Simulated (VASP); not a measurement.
# CoSi2 (I4/mmm) in VASP: further runs

The runs below take CoSi2 through single point, with PBE.

All numbers are computed with VASP 6.6.1; they aren't measurements. Logs are shortened: lines on timing, memory, paths and dates and some standing lists are left out, and cuts for length are marked.

### Step 1. The cell of the first run

It takes space group I4/mmm (No. 139, tetragonal). Conventional cell: a = 3.601 Å, b = 3.601 Å, c = 5.360 Å, α = 90.00°, β = 90.00°, γ = 90.00°. Within 3.0 Å of Co (site symmetry 4/mmm) lie 8 Si at 2.24 Å. Si (site symmetry -4m2) has 4 Co at 2.24 Å and 6 Si at 2.55 to 2.68 Å within 3.0 Å.

### Step 2. Single point, PBE (strain -0.050 along x and y, +0.000 along z)

The input, INCAR:

```
ALGO = Normal
EDIFF = 1E-6
ENCUT = 520
GGA = PE
ISIF = 2
ISMEAR = 0
LASPH = True
LCHARG = True
LELF = True
LREAL = False
LVHAR = True
LWAVE = False
NBANDS = 16
NELM = 80
PREC = Accurate
SIGMA = 0.15
```

The input, KPOINTS:

```
k-points
0
Gamma
  16 16 16
```

The input, POSCAR:

```
CoSi2
1.0
    0.0000000000      2.5459421067      2.6799390597
    2.5459421067      0.0000000000      2.6799390597
    2.5459421067      2.5459421067      0.0000000000
Co Si
1 2
Direct
    0.0000000000      0.0000000000      0.0000000000
    0.2500000000      0.2500000000      0.2500000000
    0.7500000000      0.7500000000      0.7500000000
```

Potentials or basis: VASP PAW PBE potentials, release 64 (Co, Si).

Launch:

```bash
> cat potpaw_PBE.64/Co/POTCAR potpaw_PBE.64/Si/POTCAR > POTCAR
> mpirun -np 1 vasp_std > vasp.out
```

OUTCAR:

```text
EDIFF = 1E-6
   ENCUT = 520
   GGA = PE
   ISIF = 2
   ISMEAR = 0
   LASPH = True
   LREAL = False
   NELM = 80
   PREC = Accurate

 ion  position               nearest neighbor table
   1  0.000  0.000  0.000-   3 2.24   3 2.24   2 2.24   2 2.24   3 2.24   2 2.24   3 2.24   2 2.24

   2  0.250  0.250  0.250-   1 2.24   1 2.24   1 2.24   1 2.24   3 2.55   3 2.55   3 2.55   3 2.55
                             3 2.68   3 2.68
   3  0.750  0.750  0.750-   1 2.24   1 2.24   1 2.24   1 2.24   2 2.55   2 2.55   2 2.55   2 2.55
                             2 2.68   2 2.68

  LATTYP: Found a body centered tetragonal cell.
 ALAT       =     3.6005058563
 C/A-ratio  =     1.4886458551

  Lattice vectors:

 A1 = (  -2.5459421067,   0.0000000000,   2.6799390597)
 A2 = (   2.5459421067,   0.0000000000,   2.6799390597)
 A3 = (   0.0000000000,   2.5459421067,  -2.6799390597)

Analysis of symmetry for initial positions (statically):
=====================================================================
 Subroutine PRICEL returns:
 Original cell was already a primitive cell.

 Routine SETGRP: Setting up the symmetry group for a
 body centered tetragonal supercell.

 Subroutine GETGRP returns: Found 16 space group operations
 (whereof 16 operations were pure point group operations)
 out of a pool of 16 trial point group operations.

The static configuration has the point symmetry D_4h.

Analysis of symmetry for dynamics (positions and initial velocities):
=====================================================================
 Subroutine PRICEL returns:
 Original cell was already a primitive cell.

 Routine SETGRP: Setting up the symmetry group for a
 body centered tetragonal supercell.

 Subroutine GETGRP returns: Found 16 space group operations
 (whereof 16 operations were pure point group operations)
 out of a pool of 16 trial point group operations.

The dynamic configuration has the point symmetry D_4h.

 Subroutine INISYM returns: Found 16 space group operations
 (whereof 16 operations are pure point group operations),
 and found     1 'primitive' translations

----------------------------------------------------------------------------------------

                                     Primitive cell

  volume of cell :      34.7418

  direct lattice vectors                    reciprocal lattice vectors
     0.000000000  2.545942107  2.679939060    -0.196390954  0.196390954  0.186571407
     2.545942107  0.000000000  2.679939060     0.196390954 -0.196390954  0.186571407
     2.545942107  2.545942107  0.000000000     0.196390954  0.196390954 -0.186571407

  length of vectors
     3.696470556  3.696470556  3.600505856     0.334585869  0.334585869  0.334585869

  position of ions in fractional coordinates (direct lattice)
     0.000000000  0.000000000  0.000000000
     0.250000000  0.250000000  0.250000000
     0.750000000  0.750000000  0.750000000

  ion indices of the primitive-cell ions
   primitive index   ion index
                 1           1
                 2           2
                 3           3

----------------------------------------------------------------------------------------

 KPOINTS: k-points

Automatic generation of k-mesh.
 Grid dimensions read from file:
 generate k-points for:   16   16   16

 Generating k-lattice:

  Cartesian coordinates                     Fractional coordinates (reciprocal lattice)
    -0.012274435  0.012274435  0.011660713     0.062500000  0.000000000  0.000000000
     0.012274435 -0.012274435  0.011660713     0.000000000  0.062500000  0.000000000
     0.012274435  0.012274435 -0.011660713     0.000000000  0.000000000  0.062500000

  Length of vectors
     0.020911617  0.020911617  0.020911617

  Shift w.r.t. Gamma in fractional coordinates (k-lattice)
     0.000000000  0.000000000  0.000000000

 Subroutine IBZKPT returns following result:
 ===========================================

 Found    349 irreducible k-points:

 Following reciprocal coordinates:
            Coordinates               Weight
  0.000000  0.000000  0.000000      1.000000
  0.062500  0.000000  0.000000      8.000000
  0.125000  0.000000  0.000000      8.000000
  0.187500  0.000000  0.000000      8.000000
  0.250000  0.000000  0.000000      8.000000
  0.312500  0.000000  0.000000      8.000000
[... 16 lines left out ...]
 -0.125000  0.062500  0.000000      8.000000
 -0.062500  0.062500  0.000000      4.000000
 [... further k-points ...]
   k-points           NKPTS =    349   k-points in BZ     NKDIM =    349   number of bands    NBANDS=     16
   number of dos      NEDOS =    301   number of ions     NIONS =      3
   total plane-waves  NPLWV =  21952
   dimension x,y,z NGX =    28 NGY =   28 NGZ =   28
   dimension x,y,z NGXF=    56 NGYF=   56 NGZF=   56
   ions per type =               1   2
   NGX,Y,Z   is equivalent  to a cutoff of  12.59, 12.59, 12.93 a.u.
   NGXF,Y,Z  is equivalent  to a cutoff of  25.19, 25.19, 25.86 a.u.
 SYSTEM =  unknown system
   PREC   = accura    normal or accurate (medium, high low for compatibility)
   ISTART =      0    job   : 0-new  1-cont  2-samecut
   ICHARG =      2    charge: 1-file 2-atom 10-const
   ISPIN  =      1    spin polarized calculation?
   LNONCOLLINEAR =      F non collinear calculations
   LSORBIT =      F    spin-orbit coupling
   LASPH  =      T    aspherical Exc in radial PAW
   ENCUT  =  520.0 eV  38.22 Ry    6.18 a.u.   6.87  6.87  6.69*2*pi/ulx,y,z
   NELM   =     80;   NELMIN=  2; NELMDL= -5     # of ELM steps
   EDIFF  = 0.1E-05   stopping-criterion for ELM
   LREAL  =      F    real-space projection
   EDIFFG = 0.1E-04   stopping-criterion for IOM
   NSW    =      0    number of steps for IOM
   IBRION =     -1    ionic relax: 0-MD 1-quasi-New 2-CG
   NFREE  =      0    steps in history (QN), initial steepest desc. (CG)
   ISIF   =      2    stress and relaxation
   ISYM   =      2    0-nonsym 1-usesym 2-fastsym
   POTIM  = 0.5000    time-step for ionic-motion
   TEBEG  =    0.0;   TEEND  =   0.0 temperature during run
   PSTRESS=    0.0 pullay stress
   NELECT =      17.0000    total number of electrons
   NUPDOWN=      -1.0000    fix difference up-down
   EMIN   =  10.00;   EMAX   =-10.00  energy-range for DOS
   EFERMI =   0.00;   METHOD = LEGACY
   ISMEAR =     0;   SIGMA  =   0.15  broadening in eV -4-tet -1-fermi 0-gaus
   EFERMI_NEDOS =   21; number of points for ismear=-14 and -15
   IALGO  =     38    algorithm
   IMIX   =      4    mixing-type and parameters
     AMIX     =   0.40;   BMIX     =  1.00
     AMIX_MAG =   1.60;   BMIX_MAG =  1.00
  volume/ion in A,a.u.               =      11.58        78.15
  Fermi-wavevector in a.u.,A,eV,Ry     =   1.290052  2.437844 22.643274  1.664234
  Thomas-Fermi vector in A             =   2.421907
   LORBIT       =      0    0 simple, 1 ext, 2 COOP (PROOUT), +10 PAW based schemes
   GGA     = PE    functional components
   LHFCALC =     F    Hartree Fock is set to
   AEXX    =    0.0000 exact exchange contribution
   IVDW    =     0    specifies the selected vdW correction
   LEPSILON=     F    determine dielectric tensor
   LRPA    =     F    only Hartree local field effects (RPA)
 non-spin polarized calculation
 Gauss-broadening in eV      SIGMA  =   0.15
  energy-cutoff  :      520.00
  volume of cell :       34.74
 maximum number of plane-waves:       958
   NGX = 13   NGY = 13   NGZ = 13

 number of electron      16.9999996 magnetization

 Free energy of the ion-electron system (eV)
  ---------------------------------------------------
  ext. energy  EPLUGINS =         0.00000000
  ---------------------------------------------------
  free energy    TOTEN  =       -19.03578499 eV

  energy without entropy =      -19.02517045  energy(sigma->0) =      -19.03047772

 E-fermi :  11.4951     XC(G=0): -12.2162

 val. band max:       11.4926209839   @ k =  -0.1875   0.1250   0.0625
 cond. band min:      11.5021463806   @ k =   0.2500   0.0000   0.2500
 fundamental gap:      0.0095253967
 Fermi energy:        11.4951332190

 k-point     1 :       0.0000    0.0000    0.0000
  band No.  band energies     occupation
      1      -2.4332      2.00000
      2       6.8856      2.00000
      3       6.8856      2.00000
      4       7.1261      2.00000
      5       9.1005      2.00000
      6       9.3794      2.00000
[... 8 lines left out ...]
     15      18.3212      0.00000
     16      18.3212      0.00000

 k-point     2 :       0.0625    0.0000    0.0000
  band No.  band energies     occupation
      1      -2.3691      2.00000
      2       6.7819      2.00000
      3       6.9118      2.00000
      4       7.1170      2.00000
      5       9.0806      2.00000
      6       9.3580      2.00000
[... 8 lines left out ...]
     15      17.9000      0.00000
     16      18.1102      0.00000

 k-point     3 :       0.1250    0.0000    0.0000
  band No.  band energies     occupation
      1      -2.1774      2.00000
      2       6.4252      2.00000
      3       6.9869      2.00000
      4       7.1492      2.00000
      5       9.0324      2.00000
      6       9.3028      2.00000
[... 8 lines left out ...]
     15      17.5223      0.00000
     16      17.8701      0.00000

 k-point     4 :       0.1875    0.0000    0.0000
  band No.  band energies     occupation
      1      -1.8604      2.00000
      2       5.8451      2.00000
      3       7.1009      2.00000
      4       7.2190      2.00000
      5       8.9870      2.00000
      6       9.2386      2.00000
[... 8 lines left out ...]
     15      17.6346      0.00000
     16      18.7506      0.00000

 k-point     5 :       0.2500    0.0000    0.0000
  band No.  band energies     occupation
      1      -1.4220      2.00000
      2       5.0964      2.00000
      3       7.2349      2.00000
      4       7.2940      2.00000
      5       8.9864      2.00000
      6       9.2008      2.00000
[... 8 lines left out ...]
     15      18.5693      0.00000
     16      19.6985      0.00000

 k-point     6 :       0.3125    0.0000    0.0000
  band No.  band energies     occupation
      1      -0.8683      2.00000
      2       4.2312      2.00000
      3       7.3473      2.00000
      4       7.3624      2.00000
      5       9.0678      2.00000
      6       9.2259      2.00000
[... 8 lines left out ...]
     15      19.6370      0.00000
     16      20.6692      0.00000
[... 267 lines left out ...]
 k-point    21 :      -0.2500    0.0625    0.0000
  band No.  band energies     occupation
      1      -1.1689      2.00000
      2       4.7330      2.00000
      3       7.1621      2.00000
      4       7.3889      2.00000
      5       9.0070      2.00000
      6       9.1902      2.00000
[... 8 lines left out ...]
     15      19.1895      0.00000
     16      20.6426      0.00000

 k-point    22 :      -0.1875    0.0625    0.0000
  band No.  band energies     occupation
      1      -1.6525      2.00000
      2       5.4944      2.00000
      3       7.1449      2.00000
      4       7.2356      2.00000
      5       9.0640      2.00000
      6       9.1370      2.00000
[... 8 lines left out ...]
     15      18.4227      0.00000
     16      19.4528      0.00000

 k-point    23 :      -0.1250    0.0625    0.0000
  band No.  band energies     occupation
      1      -2.0164      2.00000
      2       6.1059      2.00000
      3       7.0894      2.00000
      4       7.1313      2.00000
      5       9.1226      2.00000
      6       9.1668      2.00000
[... 8 lines left out ...]
     15      17.7324      0.00000
     16      18.2539      0.00000

 k-point    24 :      -0.0625    0.0625    0.0000
  band No.  band energies     occupation
      1      -2.2561      2.00000
      2       6.5341      2.00000
      3       6.9769      2.00000
      4       7.1307      2.00000
      5       9.1144      2.00000
      6       9.2747      2.00000
[... 8 lines left out ...]
     15      17.2118      0.00000
     16      17.5495      0.00000

 [... further k-points ...]

------------------------ aborting loop because EDIFF is reached ----------------------------------------

  FORCE on cell =-STRESS in cart. coord.  units (eV):
  Direction    XX          YY          ZZ          XY          YZ          ZX
  --------------------------------------------------------------------------------------
  -------------------------------------------------------------------------------------
  Total        5.4260050      5.4260050      4.2167820      0.0000000     -0.0000000     -0.0000000
  in kB      250.2296743    250.2296743    194.4642473      0.0000000     -0.0000000     -0.0000000
  external PRESSURE =     231.6411987 kB  Pullay stress =       0.0000000 kB

 VOLUME and BASIS-vectors are now :
 -----------------------------------------------------------------------------
  energy-cutoff  :      520.00
  volume of cell :       34.74
      direct lattice vectors                 reciprocal lattice vectors
     0.000000000  2.545942107  2.679939060    -0.196390954  0.196390954  0.186571407
     2.545942107  0.000000000  2.679939060     0.196390954 -0.196390954  0.186571407
     2.545942107  2.545942107  0.000000000     0.196390954  0.196390954 -0.186571407

 POSITION                                       TOTAL-FORCE (eV/Angst)
 -----------------------------------------------------------------------------------
      0.00000      0.00000      0.00000         0.000000      0.000000      0.000000
      1.27297      1.27297      1.33997        -0.000000     -0.000000     -0.000000
      3.81891      3.81891      4.01991         0.000000      0.000000     -0.000000
 -----------------------------------------------------------------------------------
    total drift:                               -0.000000     -0.000000      0.000000

  FREE ENERGIE OF THE ION-ELECTRON SYSTEM (eV)
  ---------------------------------------------------
  free  energy   TOTEN  =       -19.0357849924 eV

  energy  without entropy=      -19.0251704483  energy(sigma->0) =      -19.03047772
```

Wall time 79 s (1 thread of Intel Xeon 6975P-C (Granite Rapids), shared host); peak memory 0.3 GiB.

What came out:

| Quantity | Value |
| --- | --- |
| Free energy | -19.0358 eV |
| Pressure | 23.2 GPa |

Stress tensor (GPa, compression positive):
```
25.02  0.00  0.00
 0.00 25.02  0.00
 0.00  0.00 19.45
```

Caveat: the cell differs from its parent crystal (strain -0.050 along x and y, +0.000 along z). Spin polarisation is off, so any magnetic state and its effect on volume and gap are missing.

### Step 3. Single point, PBE (strain -0.025 along x and y, -0.050 along z)

The input, INCAR:

```
SYSTEM = CoSi2
PREC = Accurate ; ENCUT = 520
EDIFF = 1E-6 ; ISMEAR = 0
SIGMA = 0.15 ; LREAL = .False.
LASPH = .True. ; NELM = 80
ALGO = Normal ; ISIF = 2
LWAVE = .False. ; LCHARG = .False.
GGA = PE ; NBANDS = 16
```

The input, KPOINTS:

```
regular mesh
0
Gamma
  16 16 16
  0 0 0
```

The input, POSCAR:

```
CoSi2
1.0
    0.0000000000      2.6129405832      2.5459421067
    2.6129405832      0.0000000000      2.5459421067
    2.6129405832      2.6129405832      0.0000000000
Co Si
1 2
Direct
    0.0000000000      0.0000000000      0.0000000000
    0.2500000000      0.2500000000      0.2500000000
    0.7500000000      0.7500000000      0.7500000000
```

Potentials or basis: VASP PAW PBE potentials, release 64 (Co, Si).

Launch:

```bash
> cat potpaw_PBE.64/Co/POTCAR potpaw_PBE.64/Si/POTCAR > POTCAR
> mpirun -np 1 vasp_std > vasp.out
```

Run time: 75 s. Hardware: 1 thread of Intel Xeon 6975P-C (Granite Rapids), shared host; peak memory 0.3 GiB.

Results (log left out):

```
Free energy : -19.0543 eV
Pressure    : 22.8 GPa
```

Stress tensor (GPa, compression positive):
```
21.73  0.00  0.00
 0.00 21.73  0.00
 0.00  0.00 25.08
```

Levels at points of the mesh, in eV from the Fermi level:
```
           k point  band 6  band 7  band 8  band 9  band 10  band 11  band 12  band 13
(0.00, 0.00, 0.00)   -2.18    1.82    3.39    3.39     3.59     3.66     3.97     3.97
(0.50, 0.00, 0.00)   -1.90   -1.89   -0.60   -0.41     3.06     3.70     3.74     5.30
(0.50, 0.50, 0.00)   -2.20   -2.20   -2.12   -1.58     1.88     2.90     8.72    10.59
(0.50, 0.00, 0.50)   -2.32   -2.24   -2.17   -1.54     2.10     3.04     8.63    10.24
```

Caveat: the cell differs from its parent crystal (strain -0.025 along x and y, -0.050 along z). Spin polarisation is off, so any magnetic state and its effect on volume and gap are missing.
